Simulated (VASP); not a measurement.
A run of VASP 6.6.1:

INCAR

```
SYSTEM = ScB2Sb3
ALGO = Normal
EDIFF = 1E-6
EDIFFG = -0.01
ENCUT = 600
GGA = PE
IBRION = 2
ISIF = 3
ISMEAR = 0
LASPH = .True.
LCHARG = .False.
LREAL = .False.
LWAVE = .False.
NELM = 80
NSW = 100
PREC = Accurate
SIGMA = 0.1
```

Contents of KPOINTS:

```
k-points
0
Gamma
  12 12 4
  0 0 0
```

The input POSCAR:

```
ScB2Sb3
1.0
    3.3809127423      0.0000000000      0.0000000000
    0.0000000000      3.3809127423      0.0000000000
    0.0000000000      0.0000000000     10.2493851557
Sc B Sb
1 2 3
Direct
    0.5000000000      0.5000000000      0.1262651474
    0.0000000000      0.0000000000      0.9679952406
    0.5000000000      0.5000000000      0.6386296066
    0.0000000000      0.0000000000      0.5936840656
    0.0000000000      0.0000000000      0.3114270889
    0.5000000000      0.5000000000      0.8619978109
```

Potentials or basis: VASP PAW PBE potentials, release 64 (Sc_sv, B, Sb).

Command:

```bash
$ cat potpaw_PBE.64/Sc_sv/POTCAR potpaw_PBE.64/B/POTCAR potpaw_PBE.64/Sb/POTCAR > POTCAR
$ mpirun -np 1 vasp_std > vasp.out
```

Hardware: 1 thread of Intel(R) Xeon(R) 6975P-C (Granite Rapids) (shared host).

Task: Estimate the wall time of this run.

Result: Run time: 8.5 min on 1 thread of Intel(R) Xeon(R) 6975P-C (Granite Rapids), with other jobs on the host, peak memory 0.45 GiB. Counts: scf iterations 70, k points 84, ion steps 12.
